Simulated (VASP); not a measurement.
# Te3O2 (R-3m) in VASP: a series of runs

Runs on Te3O2. Level: PBE. Tasks: relaxation of cell and atoms, single point.

Everything below comes from runs of VASP 6.6.1. Logs are shortened: lines on timing, memory, paths and dates and some standing lists are left out, and cuts for length are marked.

## (1) The cell of the first run

It takes space group R-3m (No. 166, trigonal). Conventional cell: a = 7.276 Å, b = 7.276 Å, c = 7.780 Å, α = 90.00°, β = 90.00°, γ = 120.00°. Te (site symmetry 2/m) has 2 O at 2.19 Å within 2.9 Å. Within 2.9 Å of O (site symmetry 3m) lie 3 Te at 2.19 Å.

The cell was generated, and may not be a known phase.

## (2) Relaxation of cell and atoms, PBE

Contents of INCAR:

```
SYSTEM = Te3O2
PREC = Accurate
ENCUT = 600
EDIFF = 1E-6
ISMEAR = 0
SIGMA = 0.1
LREAL = .FALSE.
LASPH = .TRUE.
NELM = 100
ALGO = Normal
ISIF = 3
LWAVE = .FALSE.
LCHARG = .FALSE.
GGA = PE
IBRION = 2
NSW = 90
EDIFFG = -0.04
```

Contents of KPOINTS:

```
Automatic mesh
0
G
  6 6 6
  0 0 0
```

Contents of POSCAR:

```
Te3O2
1.0
    3.6380200531      2.1004118570      2.5932206591
   -3.6380200531      2.1004118570      2.5932206591
    0.0000000000     -4.2008237139      2.5932206591
Te O
3 2
Direct
    0.0000000000      0.5000000000      0.0000000000
    0.0000000000      0.0000000000      0.5000000000
    0.5000000000      0.0000000000      0.0000000000
    0.7534791078      0.7534791078      0.7534791078
    0.2465208922      0.2465208922      0.2465208922
```

Potentials or basis: VASP PAW PBE potentials, release 64 (Te, O).

On the command line:

```
> cat potpaw_PBE.64/Te/POTCAR potpaw_PBE.64/O/POTCAR > POTCAR
> mpirun -np 1 vasp_std > vasp.out
```

OUTCAR:

```text
SYSTEM = Te3O2
   PREC = Accurate
   ENCUT = 600
   EDIFF = 1E-6
   ISMEAR = 0
   LREAL = .FALSE.
   LASPH = .TRUE.
   NELM = 100
   ISIF = 3
   GGA = PE
   IBRION = 2
   NSW = 90
   EDIFFG = -0.04

 ion  position               nearest neighbor table
   1  0.000  0.500  0.000-   4 2.19   5 2.19   2 3.34   2 3.34   3 3.34   3 3.34   2 3.64   2 3.64
                             3 3.64   3 3.64
   2  0.000  0.000  0.500-   4 2.19   5 2.19   1 3.34   3 3.34   1 3.34   3 3.34   1 3.64   1 3.64
                             3 3.64   3 3.64
   3  0.500  0.000  0.000-   4 2.19   5 2.19   2 3.34   2 3.34   1 3.34   1 3.34   2 3.64   2 3.64
                             1 3.64   1 3.64
   4  0.753  0.753  0.753-   1 2.19   3 2.19   2 2.19
   5  0.247  0.247  0.247-   1 2.19   3 2.19   2 2.19

  LATTYP: Found a trigonal (rhomboedric) cell.
 ALAT       =     4.9367715425
 COS(alpha) =    -0.0861107518

  Lattice vectors:

 A1 = (   3.6380200531,   2.1004118570,   2.5932206591)
 A2 = (  -3.6380200531,   2.1004118570,   2.5932206591)
 A3 = (   0.0000000000,  -4.2008237139,   2.5932206591)

Analysis of symmetry for initial positions (statically):
=====================================================================
 Subroutine PRICEL returns:
 Original cell was already a primitive cell.

 Routine SETGRP: Setting up the symmetry group for a
 trigonal (rhombohedral) supercell.

 Subroutine GETGRP returns: Found 12 space group operations
 (whereof 12 operations were pure point group operations)
 out of a pool of 12 trial point group operations.

The static configuration has the point symmetry D_3d.

Analysis of symmetry for dynamics (positions and initial velocities):
=====================================================================
 Subroutine PRICEL returns:
 Original cell was already a primitive cell.

 Routine SETGRP: Setting up the symmetry group for a
 trigonal (rhombohedral) supercell.

 Subroutine GETGRP returns: Found 12 space group operations
 (whereof 12 operations were pure point group operations)
 out of a pool of 12 trial point group operations.

The dynamic configuration has the point symmetry D_3d.

 Subroutine INISYM returns: Found 12 space group operations
 (whereof 12 operations are pure point group operations),
 and found     1 'primitive' translations

----------------------------------------------------------------------------------------

                                     Primitive cell

  volume of cell :     118.8941

  direct lattice vectors                    reciprocal lattice vectors
     3.638020053  2.100411857  2.593220659     0.137437395  0.079349517  0.128540289
    -3.638020053  2.100411857  2.593220659    -0.137437395  0.079349517  0.128540289
     0.000000000 -4.200823714  2.593220659     0.000000000 -0.158699034  0.128540289

  length of vectors
     4.936771542  4.936771542  4.936771542     0.204225340  0.204225340  0.204225340

  position of ions in fractional coordinates (direct lattice)
     1.000000000  0.500000000  0.000000000
     1.000000000  1.000000000  0.500000000
     0.500000000  1.000000000  0.000000000
     0.753479108  0.753479108  0.753479108
     0.246520892  0.246520892  0.246520892

  ion indices of the primitive-cell ions
   primitive index   ion index
                 1           1
                 2           2
                 3           3
                 4           4
                 5           5

----------------------------------------------------------------------------------------

 KPOINTS: Automatic mesh

Automatic generation of k-mesh.
 Grid dimensions read from file:
 generate k-points for:    6    6    6

 Generating k-lattice:

  Cartesian coordinates                     Fractional coordinates (reciprocal lattice)
     0.022906233  0.013224920  0.021423382     0.166666667  0.000000000  0.000000000
    -0.022906233  0.013224920  0.021423382     0.000000000  0.166666667  0.000000000
     0.000000000 -0.026449839  0.021423382     0.000000000  0.000000000  0.166666667

  Length of vectors
     0.034037557  0.034037557  0.034037557

  Shift w.r.t. Gamma in fractional coordinates (k-lattice)
     0.000000000  0.000000000  0.000000000

 Subroutine IBZKPT returns following result:
 ===========================================

 Found     32 irreducible k-points:

 Following reciprocal coordinates:
            Coordinates               Weight
  0.000000  0.000000  0.000000      1.000000
  0.166667 -0.000000  0.000000      6.000000
  0.333333  0.000000  0.000000      6.000000
  0.500000  0.000000  0.000000      3.000000
  0.166667  0.166667  0.000000      6.000000
  0.333333  0.166667  0.000000     12.000000
[... 16 lines left out ...]
  0.500000  0.500000  0.166667      6.000000
 -0.333333  0.500000  0.166667     12.000000
 [... further k-points ...]
   k-points           NKPTS =     32   k-points in BZ     NKDIM =     32   number of bands    NBANDS=     19
   number of dos      NEDOS =    301   number of ions     NIONS =      5
   total plane-waves  NPLWV =  64000
   dimension x,y,z NGX =    40 NGY =   40 NGZ =   40
   dimension x,y,z NGXF=    80 NGYF=   80 NGZF=   80
   ions per type =               3   2
   NGX,Y,Z   is equivalent  to a cutoff of  13.47, 13.47, 13.47 a.u.
   NGXF,Y,Z  is equivalent  to a cutoff of  26.94, 26.94, 26.94 a.u.
 SYSTEM =  Te3O2
   PREC   = accura    normal or accurate (medium, high low for compatibility)
   ISTART =      0    job   : 0-new  1-cont  2-samecut
   ICHARG =      2    charge: 1-file 2-atom 10-const
   ISPIN  =      1    spin polarized calculation?
   LNONCOLLINEAR =      F non collinear calculations
   LSORBIT =      F    spin-orbit coupling
   LASPH  =      T    aspherical Exc in radial PAW
   ENCUT  =  600.0 eV  44.10 Ry    6.64 a.u.   9.86  9.86  9.86*2*pi/ulx,y,z
   NELM   =    100;   NELMIN=  2; NELMDL= -5     # of ELM steps
   EDIFF  = 0.1E-05   stopping-criterion for ELM
   LREAL  =      F    real-space projection
   EDIFFG = -.4E-01   stopping-criterion for IOM
   NSW    =     90    number of steps for IOM
   IBRION =      2    ionic relax: 0-MD 1-quasi-New 2-CG
   NFREE  =      1    steps in history (QN), initial steepest desc. (CG)
   ISIF   =      3    stress and relaxation
   ISYM   =      2    0-nonsym 1-usesym 2-fastsym
   POTIM  = 0.5000    time-step for ionic-motion
   TEBEG  =    0.0;   TEEND  =   0.0 temperature during run
   PSTRESS=    0.0 pullay stress
   NELECT =      30.0000    total number of electrons
   NUPDOWN=      -1.0000    fix difference up-down
   EMIN   =  10.00;   EMAX   =-10.00  energy-range for DOS
   EFERMI =   0.00;   METHOD = LEGACY
   ISMEAR =     0;   SIGMA  =   0.10  broadening in eV -4-tet -1-fermi 0-gaus
   EFERMI_NEDOS =   21; number of points for ismear=-14 and -15
   IALGO  =     38    algorithm
   IMIX   =      4    mixing-type and parameters
     AMIX     =   0.40;   BMIX     =  1.00
     AMIX_MAG =   1.60;   BMIX_MAG =  1.00
  volume/ion in A,a.u.               =      23.78       160.47
  Fermi-wavevector in a.u.,A,eV,Ry     =   1.034495  1.954913 14.560688  1.070180
  Thomas-Fermi vector in A             =   2.168793
   LORBIT       =      0    0 simple, 1 ext, 2 COOP (PROOUT), +10 PAW based schemes
   GGA     = PE    functional components
   LHFCALC =     F    Hartree Fock is set to
   AEXX    =    0.0000 exact exchange contribution
   IVDW    =     0    specifies the selected vdW correction
   LEPSILON=     F    determine dielectric tensor
   LRPA    =     F    only Hartree local field effects (RPA)
 conjugate gradient relaxation of ions
 non-spin polarized calculation
 Gauss-broadening in eV      SIGMA  =   0.10
  energy-cutoff  :      600.00
  volume of cell :      118.89
 maximum number of plane-waves:      3984
   NGX = 19   NGY = 19   NGZ = 19

--------------------------------------- Ionic step        1  -------------------------------------------

 number of electron      29.9999999 magnetization

 Free energy of the ion-electron system (eV)
  ---------------------------------------------------
  ext. energy  EPLUGINS =         0.00000000
  ---------------------------------------------------
  free energy    TOTEN  =       -21.02512605 eV

  energy without entropy =      -21.01610629  energy(sigma->0) =      -21.02061617

------------------------ aborting loop because EDIFF is reached ----------------------------------------

  FORCE on cell =-STRESS in cart. coord.  units (eV):
  Direction    XX          YY          ZZ          XY          YZ          ZX
  --------------------------------------------------------------------------------------
  -------------------------------------------------------------------------------------
  Total        0.1042741      0.1042741     -1.5611333      0.0000000     -0.0000000     -0.0000000
  in kB        1.4051633      1.4051633    -21.0373146      0.0000000     -0.0000000     -0.0000000
  external PRESSURE =      -6.0756626 kB  Pullay stress =       0.0000000 kB

 VOLUME and BASIS-vectors are now :
 -----------------------------------------------------------------------------
  energy-cutoff  :      600.00
  volume of cell :      118.89
      direct lattice vectors                 reciprocal lattice vectors
     3.638020053  2.100411857  2.593220659     0.137437395  0.079349517  0.128540289
    -3.638020053  2.100411857  2.593220659    -0.137437395  0.079349517  0.128540289
     0.000000000 -4.200823714  2.593220659     0.000000000 -0.158699034  0.128540289
[... 157 lines left out ...]
 POSITION                                       TOTAL-FORCE (eV/Angst)
 -----------------------------------------------------------------------------------
     -1.83769     -3.18297      3.74710        -0.000000      0.000000     -0.000000
      0.00000     -2.12198      1.24903         0.000000      0.000000      0.000000
      1.83769     -3.18297      3.74710        -0.000000      0.000000     -0.000000
      0.00000      0.00000      5.65060        -0.000000      0.000000      0.077315
      0.00000      0.00000      1.84360        -0.000000     -0.000000     -0.077315
 -----------------------------------------------------------------------------------
    total drift:                                0.000000      0.000000     -0.000000

  FREE ENERGIE OF THE ION-ELECTRON SYSTEM (eV)
  ---------------------------------------------------
  free  energy   TOTEN  =       -21.0524806389 eV

  energy  without entropy=      -21.0408668794  energy(sigma->0) =      -21.04667376

--------------------------------------- Ionic step        6  -------------------------------------------

 number of electron      30.0000003 magnetization

 Free energy of the ion-electron system (eV)
  ---------------------------------------------------
  ext. energy  EPLUGINS =         0.00000000
  ---------------------------------------------------
  free energy    TOTEN  =       -21.05390000 eV

  energy without entropy =      -21.04299536  energy(sigma->0) =      -21.04844768

 E-fermi :   5.7079     XC(G=0):  -9.2516

 val. band max:        5.7013934198   @ k =   0.3333   0.3333   0.3333
 cond. band min:       5.7284026765   @ k =  -0.3333  -0.3333   0.1667
 fundamental gap:      0.0270092568
 Fermi energy:         5.7079407880

 k-point     1 :       0.0000    0.0000    0.0000
  band No.  band energies     occupation
      1     -13.5502      2.00000
      2     -13.1155      2.00000
      3      -5.7439      2.00000
      4      -5.2849      2.00000
      5      -5.2849      2.00000
      6      -0.7487      2.00000
[... 11 lines left out ...]
     18       9.7447      0.00000
     19      10.3690      0.00000
[... 485 lines left out ...]
 k-point    24 :      -0.3333    0.5000    0.1667
  band No.  band energies     occupation
      1     -13.2827      2.00000
      2     -13.2504      2.00000
      3      -6.5287      2.00000
      4      -6.0334      2.00000
      5      -4.1114      2.00000
      6      -0.6972      2.00000
[... 11 lines left out ...]
     18       7.7100      0.00000
     19       8.8649      0.00000

 [... further k-points ...]

------------------------ aborting loop because EDIFF is reached ----------------------------------------

  FORCE on cell =-STRESS in cart. coord.  units (eV):
  Direction    XX          YY          ZZ          XY          YZ          ZX
  --------------------------------------------------------------------------------------
  -------------------------------------------------------------------------------------
  Total       -0.0050896     -0.0050896     -0.0194769      0.0000000     -0.0000000     -0.0000000
  in kB       -0.0700564     -0.0700564     -0.2680934      0.0000000     -0.0000000     -0.0000000
  external PRESSURE =      -0.1360687 kB  Pullay stress =       0.0000000 kB

 VOLUME and BASIS-vectors are now :
 -----------------------------------------------------------------------------
  energy-cutoff  :      600.00
  volume of cell :      116.40
      direct lattice vectors                 reciprocal lattice vectors
     3.663405526  2.115068167  2.503709530     0.136485026  0.078799667  0.133135785
    -3.663405526  2.115068167  2.503709530    -0.136485026  0.078799667  0.133135785
     0.000000000 -4.230136334  2.503709530     0.000000000 -0.157599333  0.133135785

 POSITION                                       TOTAL-FORCE (eV/Angst)
 -----------------------------------------------------------------------------------
     -1.83170      1.05753      1.25185        -0.000000      0.000000     -0.000000
     -0.00000     -2.11507      1.25185         0.000000     -0.000000     -0.000000
      1.83170      1.05753      1.25185         0.000000      0.000000     -0.000000
      0.00000      0.00000      5.66361        -0.000000      0.000000      0.037138
      0.00000      0.00000      1.84752        -0.000000     -0.000000     -0.037138
 -----------------------------------------------------------------------------------
    total drift:                                0.000000      0.000000     -0.000000

  FREE ENERGIE OF THE ION-ELECTRON SYSTEM (eV)
  ---------------------------------------------------
  free  energy   TOTEN  =       -21.0539000009 eV

  energy  without entropy=      -21.0429953552  energy(sigma->0) =      -21.04844768

 reached required accuracy - stopping structural energy minimisation
```

Run time: 7.6 min. Hardware: 1 thread of Oxide Virtual Turin-like, shared host; peak memory 0.27 GiB.

Results:

```yaml
Free_energy: -21.0539 eV
Relaxed_volume: 23.28 Å³/atom
Relaxed_cell: a = 4.916 Å, b = 4.916 Å, c = 4.916 Å, α = 96.36°, β = 96.36°, γ = 96.36°
Space_group_after_relaxing_to_0.1_Å: R-3m (No. 166)
Energy_gained_by_relaxing: 5.8 meV/atom
Ionic_steps: 6
Pressure_after_relaxing: 0.0 GPa
Largest_force_after_relaxing: 0.037 eV/Å
Band_gap_on_the_k_mesh: zero (bands 15 and 16 overlap by 1.72 eV)
```

Forces on the atoms (eV/Å):
```
Te   0.000  0.000  0.000
Te   0.000  0.000  0.000
Te   0.000  0.000  0.000
O    0.000  0.000  0.037
O    0.000  0.000 -0.037
```

The path:
| step | energy change (eV) | largest force (eV/Å) | pressure (GPa) | volume (Å³) |
| --- | --- | --- | --- | --- |
| 1 | 0.0000 | 0.0462 | -0.61 | 118.89 |
| 2 | -0.0186 | 0.0115 | -0.03 | 117.34 |
| 3 | -0.0254 | 0.0193 | 0.55 | 115.94 |
| 4 | -0.0256 | 0.0261 | 0.63 | 115.66 |
| 5 | -0.0274 | 0.0773 | -0.46 | 116.90 |
| 6 | -0.0288 | 0.0371 | -0.01 | 116.40 |

Final structure:
```cif
data_structure
_symmetry_space_group_name_H-M 'P 1'
_symmetry_Int_Tables_number 1
_cell_length_a 4.9155
_cell_length_b 4.9155
_cell_length_c 4.9155
_cell_angle_alpha 96.364
_cell_angle_beta 96.364
_cell_angle_gamma 96.364
_cell_volume 116.40
loop_
_atom_site_label
_atom_site_type_symbol
_atom_site_fract_x
_atom_site_fract_y
_atom_site_fract_z
_atom_site_occupancy
Te1 Te 0.00000 0.50000 0.00000 1
Te2 Te 0.00000 0.00000 0.50000 1
Te3 Te 0.50000 0.00000 0.00000 1
O1 O 0.75403 0.75403 0.75403 1
O2 O 0.24597 0.24597 0.24597 1
```

Caveat: spin-orbit coupling is left out, which moves the levels of the heavy elements.

[end of part 1 of 2]

The gap in the log of VASP goes by the Fermi energy; the results here count the filled bands.